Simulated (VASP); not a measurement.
Write the native input for VASP 6.6.1 that does the following.

```
Task                   : single point
Functional             : PBEsol
Potentials or basis    : VASP PAW PBE potentials, release 64 (Rh_pv)
Cutoff                 : 520 eV
k mesh                 : 18 × 18 × 6
Occupations            : gaussian, width 0.15 eV
Spin                   : no spin polarisation
Dipole correction      : no
Further INCAR settings : ALGO = Fast; EDIFF = 1e-07; NBANDS = 38
```

The structure of Rh lies in POSCAR:

```
Rh
1.0
    2.6755648908      0.0000000000      0.0000000000
   -1.3377824454      2.3171071649      0.0000000000
    0.0000000000      0.0000000000      8.2620000000
Rh
4
Direct
    0.0000000000      0.0000000000      0.0000000000
    0.3333333333      0.6666666667      0.2500000000
    0.0000000000      0.0000000000      0.5000000000
    0.6666666667      0.3333333333      0.7500000000
```

This isn't the form of Rh at room conditions, which is fcc.

These files were run (other wordings do the same):

INCAR

```
PREC = Accurate
ENCUT = 520
EDIFF = 1E-7
ISMEAR = 0
SIGMA = 0.15
LREAL = F
LASPH = T
NELM = 100
ALGO = Fast
ISIF = 2
LWAVE = F
LCHARG = F
GGA = PS
NBANDS = 38
```

KPOINTS

```
regular mesh
0
Gamma
  18 18 6
```

Potentials or basis: VASP PAW PBE potentials, release 64 (Rh_pv).

The run is started by

```console
$ cat potpaw_PBE.64/Rh_pv/POTCAR > POTCAR
$ mpirun -np 1 vasp_std > vasp.out
```

It gave:

```yaml
Pressure: 19.9 GPa
Band_gap_on_the_k_mesh: zero (bands 30 and 31 overlap by 2.08 eV)
```

Caveat: the cell stands under pressure; the PAW data sets were made with another functional, which shifts forces and pressure a little.

It took 4.9 min on 1 thread of Intel Xeon 8259CL, on a shared host, peak memory 0.31 GiB.
